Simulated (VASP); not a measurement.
# BiTe (Fm-3m) in VASP: notebook

Runs on BiTe. Level: PBE. Tasks: single point.

All numbers are computed with VASP 6.6.1; they aren't measurements. Logs are shortened: lines on timing, memory, paths and dates and some standing lists are left out, and cuts for length are marked.

### 1 The cell of the first run

Symmetry: Fm-3m, No. 225, cubic system. The conventional cell has a = 6.576 Å, b = 6.576 Å, c = 6.576 Å, α = 90.00°, β = 90.00°, γ = 90.00°. Bi (site symmetry m-3m) has 6 Te at 3.29 Å within 4.3 Å. Within 4.3 Å of Te (site symmetry m-3m) lie 6 Bi at 3.29 Å.

### 2 Single point, PBE

Contents of INCAR:

```
PREC = Accurate ; ENCUT = 520
EDIFF = 1E-7 ; ISMEAR = -1
SIGMA = 0.1 ; LREAL = F
LASPH = T ; NELM = 60
ALGO = Normal ; ISIF = 2
LWAVE = F ; LCHARG = T
GGA = PE ; LELF = T
LVHAR = T ; NBANDS = 18
```

Contents of KPOINTS:

```
Automatic mesh
0
Gamma
  6 6 6
```

Contents of POSCAR:

```
BiTe
1.0
    0.0000000000      3.2880422143      3.2880422143
    3.2880422143      0.0000000000      3.2880422143
    3.2880422143      3.2880422143      0.0000000000
Bi Te
1 1
Direct
    0.0000000000      0.0000000000      0.0000000000
    0.5000000000      0.5000000000      0.5000000000
```

Potentials or basis: VASP PAW PBE potentials, release 64 (Bi_d, Te).

Command:

```sh
$ cat potpaw_PBE.64/Bi_d/POTCAR potpaw_PBE.64/Te/POTCAR > POTCAR
$ mpirun -np 1 vasp_std > vasp.out
```

OUTCAR:

```text
PREC = Accurate
   ENCUT = 520
   EDIFF = 1E-7
   ISMEAR = -1
   LREAL = F
   LASPH = T
   NELM = 60
   ISIF = 2
   GGA = PE

 ion  position               nearest neighbor table
   1  0.000  0.000  0.000-   2 3.29   2 3.29   2 3.29   2 3.29   2 3.29   2 3.29
   2  0.500  0.500  0.500-   1 3.29   1 3.29   1 3.29   1 3.29   1 3.29   1 3.29

  LATTYP: Found a face centered cubic cell.
 ALAT       =     6.5760844286

  Lattice vectors:

 A1 = (   0.0000000000,   3.2880422143,   3.2880422143)
 A2 = (   3.2880422143,   0.0000000000,   3.2880422143)
 A3 = (   3.2880422143,   3.2880422143,   0.0000000000)

Analysis of symmetry for initial positions (statically):
=====================================================================
 Subroutine PRICEL returns:
 Original cell was already a primitive cell.

 Routine SETGRP: Setting up the symmetry group for a
 face centered cubic supercell.

 Subroutine GETGRP returns: Found 48 space group operations
 (whereof 48 operations were pure point group operations)
 out of a pool of 48 trial point group operations.

The static configuration has the point symmetry O_h .

Analysis of symmetry for dynamics (positions and initial velocities):
=====================================================================
 Subroutine PRICEL returns:
 Original cell was already a primitive cell.

 Routine SETGRP: Setting up the symmetry group for a
 face centered cubic supercell.

 Subroutine GETGRP returns: Found 48 space group operations
 (whereof 48 operations were pure point group operations)
 out of a pool of 48 trial point group operations.

The dynamic configuration has the point symmetry O_h .

 Subroutine INISYM returns: Found 48 space group operations
 (whereof 48 operations are pure point group operations),
 and found     1 'primitive' translations

----------------------------------------------------------------------------------------

                                     Primitive cell

  volume of cell :      71.0955

  direct lattice vectors                    reciprocal lattice vectors
     0.000000000  3.288042214  3.288042214    -0.152066174  0.152066174  0.152066174
     3.288042214  0.000000000  3.288042214     0.152066174 -0.152066174  0.152066174
     3.288042214  3.288042214  0.000000000     0.152066174  0.152066174 -0.152066174

  length of vectors
     4.649993893  4.649993893  4.649993893     0.263386340  0.263386340  0.263386340

  position of ions in fractional coordinates (direct lattice)
     0.000000000  0.000000000  0.000000000
     0.500000000  0.500000000  0.500000000

  ion indices of the primitive-cell ions
   primitive index   ion index
                 1           1
                 2           2

----------------------------------------------------------------------------------------

 KPOINTS: Automatic mesh

Automatic generation of k-mesh.
 Grid dimensions read from file:
 generate k-points for:    6    6    6

 Generating k-lattice:

  Cartesian coordinates                     Fractional coordinates (reciprocal lattice)
    -0.025344362  0.025344362  0.025344362     0.166666667  0.000000000  0.000000000
     0.025344362 -0.025344362  0.025344362     0.000000000  0.166666667  0.000000000
     0.025344362  0.025344362 -0.025344362     0.000000000  0.000000000  0.166666667

  Length of vectors
     0.043897723  0.043897723  0.043897723

  Shift w.r.t. Gamma in fractional coordinates (k-lattice)
     0.000000000  0.000000000  0.000000000

 Subroutine IBZKPT returns following result:
 ===========================================

 Found     16 irreducible k-points:

 Following reciprocal coordinates:
            Coordinates               Weight
  0.000000  0.000000  0.000000      1.000000
  0.166667  0.000000  0.000000      8.000000
  0.333333  0.000000  0.000000      8.000000
  0.500000  0.000000  0.000000      4.000000
  0.166667  0.166667  0.000000      6.000000
  0.333333  0.166667  0.000000     24.000000
[... 8 lines left out ...]
 -0.333333  0.333333  0.166667     24.000000
 -0.333333  0.500000  0.166667     12.000000
   k-points           NKPTS =     16   k-points in BZ     NKDIM =     16   number of bands    NBANDS=     18
   number of dos      NEDOS =    301   number of ions     NIONS =      2
   total plane-waves  NPLWV =  46656
   dimension x,y,z NGX =    36 NGY =   36 NGZ =   36
   dimension x,y,z NGXF=    72 NGYF=   72 NGZF=   72
   ions per type =               1   1
   NGX,Y,Z   is equivalent  to a cutoff of  12.87, 12.87, 12.87 a.u.
   NGXF,Y,Z  is equivalent  to a cutoff of  25.74, 25.74, 25.74 a.u.
 SYSTEM =  unknown system
   PREC   = accura    normal or accurate (medium, high low for compatibility)
   ISTART =      0    job   : 0-new  1-cont  2-samecut
   ICHARG =      2    charge: 1-file 2-atom 10-const
   ISPIN  =      1    spin polarized calculation?
   LNONCOLLINEAR =      F non collinear calculations
   LSORBIT =      F    spin-orbit coupling
   LASPH  =      T    aspherical Exc in radial PAW
   ENCUT  =  520.0 eV  38.22 Ry    6.18 a.u.   8.65  8.65  8.65*2*pi/ulx,y,z
   NELM   =     60;   NELMIN=  2; NELMDL= -5     # of ELM steps
   EDIFF  = 0.1E-06   stopping-criterion for ELM
   LREAL  =      F    real-space projection
   EDIFFG = 0.1E-05   stopping-criterion for IOM
   NSW    =      0    number of steps for IOM
   IBRION =     -1    ionic relax: 0-MD 1-quasi-New 2-CG
   NFREE  =      0    steps in history (QN), initial steepest desc. (CG)
   ISIF   =      2    stress and relaxation
   ISYM   =      2    0-nonsym 1-usesym 2-fastsym
   POTIM  = 0.5000    time-step for ionic-motion
   TEBEG  =    0.0;   TEEND  =   0.0 temperature during run
   PSTRESS=    0.0 pullay stress
   NELECT =      21.0000    total number of electrons
   NUPDOWN=      -1.0000    fix difference up-down
   EMIN   =  10.00;   EMAX   =-10.00  energy-range for DOS
   EFERMI =   0.00;   METHOD = LEGACY
   ISMEAR =    -1;   SIGMA  =   0.10  broadening in eV -4-tet -1-fermi 0-gaus
   EFERMI_NEDOS =   21; number of points for ismear=-14 and -15
   IALGO  =     38    algorithm
   IMIX   =      4    mixing-type and parameters
     AMIX     =   0.40;   BMIX     =  1.00
     AMIX_MAG =   1.60;   BMIX_MAG =  1.00
  volume/ion in A,a.u.               =      35.55       239.89
  Fermi-wavevector in a.u.,A,eV,Ry     =   1.090270  2.060311 16.173078  1.188688
  Thomas-Fermi vector in A             =   2.226490
   LORBIT       =      0    0 simple, 1 ext, 2 COOP (PROOUT), +10 PAW based schemes
   GGA     = PE    functional components
   LHFCALC =     F    Hartree Fock is set to
   AEXX    =    0.0000 exact exchange contribution
   IVDW    =     0    specifies the selected vdW correction
   LEPSILON=     F    determine dielectric tensor
   LRPA    =     F    only Hartree local field effects (RPA)
 non-spin polarized calculation
  energy-cutoff  :      520.00
  volume of cell :       71.10
 maximum number of plane-waves:      1936
 NGX is ok and might be reduce to    36
   NGX = 17   NGY = 17   NGZ = 17

 number of electron      20.9999996 magnetization

 Free energy of the ion-electron system (eV)
  ---------------------------------------------------
  ext. energy  EPLUGINS =         0.00000000
  ---------------------------------------------------
  free energy    TOTEN  =        -7.18807262 eV

  energy without entropy =       -7.13448431  energy(sigma->0) =       -7.16127846

 E-fermi :   6.0360     XC(G=0):  -9.2177

 val. band max:        5.9988937187   @ k =  -0.1667   0.1667   0.0000
 cond. band min:       6.1446468275   @ k =   0.3333   0.0000   0.0000
 fundamental gap:      0.1457531088
 Fermi energy:         6.0359522339

 k-point     1 :       0.0000    0.0000    0.0000
  band No.  band energies     occupation
      1     -17.0634      2.00000
      2     -17.0634      2.00000
      3     -17.0628      2.00000
      4     -17.0628      2.00000
      5     -17.0628      2.00000
      6      -7.1241      2.00000
[... 10 lines left out ...]
     17      11.9588      0.00000
     18      12.6799      0.00000

 k-point     2 :       0.1667    0.0000    0.0000
  band No.  band energies     occupation
      1     -17.0642      2.00000
      2     -17.0642      2.00000
      3     -17.0624      2.00000
      4     -17.0614      2.00000
      5     -17.0614      2.00000
      6      -6.8928      2.00000
[... 10 lines left out ...]
     17      13.3682      0.00000
     18      13.8983      0.00000

 k-point     3 :       0.3333    0.0000    0.0000
  band No.  band energies     occupation
      1     -17.0661      2.00000
      2     -17.0661      2.00000
      3     -17.0616      2.00000
      4     -17.0584      2.00000
      5     -17.0584      2.00000
      6      -6.2201      2.00000
[... 10 lines left out ...]
     17      15.2363      0.00000
     18      16.3506      0.00000

 k-point     4 :       0.5000    0.0000    0.0000
  band No.  band energies     occupation
      1     -17.0671      2.00000
      2     -17.0671      2.00000
      3     -17.0612      2.00000
      4     -17.0570      2.00000
      5     -17.0570      2.00000
      6      -5.3003      2.00000
[... 10 lines left out ...]
     17      14.2474      0.00000
     18      15.1881      0.00000

 k-point     5 :       0.1667    0.1667    0.0000
  band No.  band energies     occupation
      1     -17.0658      2.00000
      2     -17.0635      2.00000
      3     -17.0624      2.00000
      4     -17.0608      2.00000
      5     -17.0608      2.00000
      6      -6.8217      2.00000
[... 10 lines left out ...]
     17      12.5131      0.00000
     18      12.9670      0.00000

 k-point     6 :       0.3333    0.1667    0.0000
  band No.  band energies     occupation
      1     -17.0678      2.00000
      2     -17.0633      2.00000
      3     -17.0630      2.00000
      4     -17.0589      2.00000
      5     -17.0579      2.00000
      6      -6.3184      2.00000
[... 10 lines left out ...]
     17      14.0432      0.00000
     18      14.4366      0.00000

 k-point     7 :       0.5000    0.1667    0.0000
  band No.  band energies     occupation
      1     -17.0685      2.00000
      2     -17.0651      2.00000
      3     -17.0610      2.00000
      4     -17.0579      2.00000
      5     -17.0565      2.00000
      6      -5.4652      2.00000
[... 10 lines left out ...]
     17      14.7351      0.00000
     18      15.5523      0.00000

 k-point     8 :      -0.3333    0.1667    0.0000
  band No.  band energies     occupation
      1     -17.0670      2.00000
      2     -17.0659      2.00000
      3     -17.0606      2.00000
      4     -17.0581      2.00000
      5     -17.0578      2.00000
      6      -5.7501      2.00000
[... 10 lines left out ...]
     17      14.8512      0.00000
     18      15.3626      0.00000

 k-point     9 :      -0.1667    0.1667    0.0000
  band No.  band energies     occupation
      1     -17.0654      2.00000
      2     -17.0649      2.00000
      3     -17.0619      2.00000
      4     -17.0606      2.00000
      5     -17.0589      2.00000
      6      -6.5202      2.00000
[... 10 lines left out ...]
     17      13.1217      0.00000
     18      15.5424      0.00000

 k-point    10 :       0.3333    0.3333    0.0000
  band No.  band energies     occupation
      1     -17.0710      2.00000
      2     -17.0648      2.00000
      3     -17.0606      2.00000
      4     -17.0566      2.00000
      5     -17.0566      2.00000
      6      -6.0515      2.00000
[... 10 lines left out ...]
     17      14.6889      0.00000
     18      14.6889      0.00000

 k-point    11 :       0.5000    0.3333    0.0000
  band No.  band energies     occupation
      1     -17.0719      2.00000
      2     -17.0639      2.00000
      3     -17.0613      2.00000
      4     -17.0559      2.00000
      5     -17.0554      2.00000
      6      -5.5261      2.00000
[... 10 lines left out ...]
     17      15.5049      0.00000
     18      15.7026      0.00000

 k-point    12 :      -0.3333    0.3333    0.0000
  band No.  band energies     occupation
      1     -17.0698      2.00000
      2     -17.0636      2.00000
      3     -17.0607      2.00000
      4     -17.0578      2.00000
      5     -17.0565      2.00000
      6      -5.0847      2.00000
[... 10 lines left out ...]
     17      14.8989      0.00000
     18      17.7081      0.00000

 k-point    13 :       0.5000    0.5000    0.0000
  band No.  band energies     occupation
      1     -17.0739      2.00000
      2     -17.0655      2.00000
      3     -17.0598      2.00000
      4     -17.0545      2.00000
      5     -17.0545      2.00000
      6      -5.5170      2.00000
[... 10 lines left out ...]
     17      15.5866      0.00000
     18      16.5706      0.00000

 k-point    14 :       0.5000    0.3333    0.1667
  band No.  band energies     occupation
      1     -17.0693      2.00000
      2     -17.0633      2.00000
      3     -17.0624      2.00000
      4     -17.0574      2.00000
      5     -17.0567      2.00000
      6      -5.7542      2.00000
[... 10 lines left out ...]
     17      14.2332      0.00000
     18      15.6878      0.00000

 k-point    15 :      -0.3333    0.3333    0.1667
  band No.  band energies     occupation
      1     -17.0695      2.00000
      2     -17.0639      2.00000
      3     -17.0600      2.00000
      4     -17.0593      2.00000
      5     -17.0555      2.00000
      6      -5.0811      2.00000
[... 10 lines left out ...]
     17      15.2149      0.00000
     18      16.3108      0.00000

 k-point    16 :      -0.3333    0.5000    0.1667
  band No.  band energies     occupation
      1     -17.0715      2.00000
      2     -17.0628      2.00000
      3     -17.0619      2.00000
      4     -17.0573      2.00000
      5     -17.0545      2.00000
      6      -5.2298      2.00000
[... 10 lines left out ...]
     17      15.9484      0.00000
     18      16.4615      0.00000

------------------------ aborting loop because EDIFF is reached ----------------------------------------

  FORCE on cell =-STRESS in cart. coord.  units (eV):
  Direction    XX          YY          ZZ          XY          YZ          ZX
  --------------------------------------------------------------------------------------
  -------------------------------------------------------------------------------------
  Total       -0.6209728     -0.6209728     -0.6209728     -0.0000000      0.0000000     -0.0000000
  in kB      -13.9939723    -13.9939723    -13.9939723     -0.0000000      0.0000000     -0.0000000
  external PRESSURE =     -13.9939723 kB  Pullay stress =       0.0000000 kB

 VOLUME and BASIS-vectors are now :
 -----------------------------------------------------------------------------
  energy-cutoff  :      520.00
  volume of cell :       71.10
      direct lattice vectors                 reciprocal lattice vectors
     0.000000000  3.288042214  3.288042214    -0.152066174  0.152066174  0.152066174
     3.288042214  0.000000000  3.288042214     0.152066174 -0.152066174  0.152066174
     3.288042214  3.288042214  0.000000000     0.152066174  0.152066174 -0.152066174

 POSITION                                       TOTAL-FORCE (eV/Angst)
 -----------------------------------------------------------------------------------
      0.00000      0.00000      0.00000         0.000000      0.000000      0.000000
      3.28804      3.28804      3.28804         0.000000     -0.000000     -0.000000
 -----------------------------------------------------------------------------------
    total drift:                               -0.000000      0.000000      0.000000

  FREE ENERGIE OF THE ION-ELECTRON SYSTEM (eV)
  ---------------------------------------------------
  free  energy   TOTEN  =        -7.1880726194 eV

  energy  without entropy=       -7.1344843084  energy(sigma->0) =       -7.16127846
```

It took 19 s on 1 thread of Intel Xeon 6975P-C, shared host; peak memory 0.2 GiB.

What came out:

```yaml
Free_energy: -7.1881 eV
Pressure: -1.4 GPa
```

Caveat: spin-orbit coupling is left out, which moves the levels of the heavy elements.

### 3 Single point, PBE

This run uses another cell than the first one, of 36.39 Å³/atom, 1.024 times its volume.

Contents of INCAR:

```
  PREC = Accurate
  ENCUT = 520
  EDIFF = 1E-6
  ISMEAR = -1
  SIGMA = 0.1
  LREAL = F
  LASPH = T
  NELM = 100
  ALGO = Normal
  ISIF = 2
  LWAVE = F
  LCHARG = T
  GGA = PE
  LELF = T
  LVHAR = T
  NBANDS = 18
```

KPOINTS is that of step 2.

Contents of POSCAR:

```
BiTe
1.0
    0.0000000000      3.3139333765      3.3139333765
    3.3139333765      0.0000000000      3.3139333765
    3.3139333765      3.3139333765      0.0000000000
Bi Te
1 1
Direct
    0.0000000000      0.0000000000      0.0000000000
    0.5000000000      0.5000000000      0.5000000000
```

Potentials or basis: VASP PAW PBE potentials, release 64 (Bi_d, Te).

Command:

```sh
$ cat potpaw_PBE.64/Bi_d/POTCAR potpaw_PBE.64/Te/POTCAR > POTCAR
$ mpirun -np 1 vasp_std > vasp.out
```

Run time: 19 s. Hardware: 1 thread of Intel Xeon 6975P-C, shared host; peak memory 0.21 GiB.

The run converged. Its results:

```
Free energy : -7.1690 eV
Pressure    : -2.3 GPa
```

Levels at points of the mesh, in eV from the Fermi level:
```csv
k point,band 8,band 9,band 10,band 11,band 12,band 13
"(0.00, 0.00, 0.00)",-2.33,-2.33,-2.33,2.03,2.03,2.03
"(0.50, 0.00, 0.00)",-1.74,-1.74,-1.57,-0.76,-0.49,-0.49
"(0.50, 0.50, 0.00)",-5.15,-3.65,-3.65,2.53,3.29,3.29
```

Caveat: spin-orbit coupling is left out, which moves the levels of the heavy elements.

(Continued in part 2 of 2.)
